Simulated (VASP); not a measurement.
**Ta2SiO3: single point with PBE**

The system is Ta2SiO3.

```
Ta Si O
1.0
    -2.92179    0.00000    0.00000
     1.46089   -3.54023    3.51041
     0.00000    7.08046    7.02083
Ta Si O
4 2 6
Cartesian
  0.0000 1.5051 3.3115
  -1.4609 5.0454 6.8219
  0.0000 -1.5051 3.3115
  -1.4609 2.0351 6.8219
  0.0000 0.0000 5.7444
  -1.4609 3.5402 9.2548
  -1.4609 -2.0595 4.6719
  0.0000 1.4807 8.1823
  -1.4609 2.0595 4.6719
  0.0000 5.5997 8.1823
  -1.4609 0.0000 2.8607
  0.0000 3.5402 6.3711
```

| Item | Value |
| --- | --- |
| Program | VASP 6.6.1 |
| Task | single point |
| Functional | PBE |
| Potentials or basis | VASP PAW PBE potentials, release 64 (Ta_pv, Si, O) |
| Cutoff | 520 eV |
| k mesh | 8 × 8 × 2 |
| Occupations | gaussian, width 0.2 eV |
| Spin | no spin polarisation |
| Dipole correction | no |
| Further INCAR settings | ALGO = Normal; EDIFF = 1e-06; NBANDS = 56 |

```
Pressure               : 0.5 GPa
Largest force          : 0.047 eV/Å
Band gap on the k mesh : zero (bands 44 and 45 overlap by 0.11 eV)
```

Forces in eV/Å, atoms in the order of the input:
```
Ta   0.000  0.033 -0.026
Ta   0.000  0.033 -0.026
Ta   0.000 -0.031 -0.036
Ta   0.000 -0.031 -0.036
Si   0.000 -0.003  0.032
Si   0.000 -0.003  0.032
O    0.000 -0.012  0.020
O    0.000 -0.012  0.020
O    0.000  0.016  0.012
O    0.000  0.016  0.012
O    0.000 -0.002 -0.002
O    0.000 -0.002 -0.002
```

Stress tensor (GPa, compression positive):
```
 0.85  0.00  0.00
 0.00  0.21 -0.03
 0.00 -0.03  0.41
```

Levels at points of the mesh, in eV from the Fermi level:
| k point | band 41 | band 42 | band 43 | band 44 | band 45 | band 46 | band 47 | band 48 |
| --- | --- | --- | --- | --- | --- | --- | --- | --- |
| (0.00, 0.00, 0.00) | -1.54 | -1.01 | -0.18 | 0.06 | 0.35 | 0.92 | 1.27 | 1.78 |
| (0.50, 0.00, 0.00) | -1.76 | -1.76 | -1.29 | -1.29 | 1.15 | 1.15 | 1.67 | 1.67 |
| (0.00, 0.50, 0.00) | -1.84 | -1.73 | -0.79 | -0.18 | 0.35 | 0.59 | 1.27 | 1.34 |
| (0.00, 0.00, 0.50) | -1.40 | -1.40 | -0.25 | -0.25 | 0.74 | 0.74 | 1.44 | 1.44 |
| (0.50, 0.00, 0.50) | -1.80 | -1.51 | -1.17 | -1.03 | 0.77 | 1.11 | 1.53 | 1.76 |
| (0.00, 0.50, 0.50) | -1.96 | -1.96 | -0.52 | -0.52 | 0.71 | 0.71 | 1.38 | 1.38 |

Wall time 11 min on 1 thread of Intel Xeon 8259CL, with other jobs on the host, peak memory 0.44 GiB.

Caveat: spin-orbit coupling is left out, which moves the levels of the heavy elements.
